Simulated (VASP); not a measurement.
Here is a VASP 6.6.1 calculation.

INCAR

```
PREC = Accurate
ENCUT = 520
EDIFF = 1E-6
ISMEAR = -1
SIGMA = 0.02
LREAL = Auto
LASPH = True
NELM = 100
ALGO = Normal
ISIF = 2
LWAVE = False
LCHARG = False
GGA = PE
NBANDS = 53
```

Contents of KPOINTS:

```
regular mesh
0
Gamma
  2 2 2
```

Contents of POSCAR:

```
Si16Ge
1.0
    0.0000000000      5.4300000000      5.4300000000
    5.4300000000      0.0000000000      5.4300000000
    5.4300000000      5.4300000000      0.0000000000
Si Ge
16 1
Direct
    0.0713996317     -0.0812707182     -0.0838858195
    0.1068416206      0.2116482505     -0.0124217311
   -0.0175414365      0.0639318600      0.3628637201
    0.1446132597      0.1243738490      0.5294751381
   -0.0116298343      0.7015193370     -0.1358655617
    0.4346316759      0.6385911602      0.0015745856
   -0.0031491713      0.4476795580      0.5953038674
    0.1723756906      0.6558747698      0.5536464088
    0.4943738490      0.0019981584     -0.0592541436
    0.7020902394     -0.0973941068      0.1046685083
    0.5118508287      0.0369152855      0.4211141805
    0.6075690608      0.1303314917      0.5685451197
    0.7827808471      0.2524125230     -0.0660773481
    0.7019429098      0.5412246777      0.1033977901
    0.5085819521      0.4744383057      0.4777716390
    0.6247145488      0.6443830571      0.5784898711
    0.2525690608      0.3741896869      0.1127532228
```

Potentials or basis: VASP PAW PBE potentials, release 64 (Si, Ge_d).

The run is started by

```console
$ cat potpaw_PBE.64/Si/POTCAR potpaw_PBE.64/Ge_d/POTCAR > POTCAR
$ mpirun -np 1 vasp_std > vasp.out
```

(1) What does it give for the largest force?

(2) Predict the pressure.

## Answers

(1) 3.764 eV/Å.

(2) 3.0 GPa.

Caveat: the k points lie up to 0.50 Å⁻¹ apart.
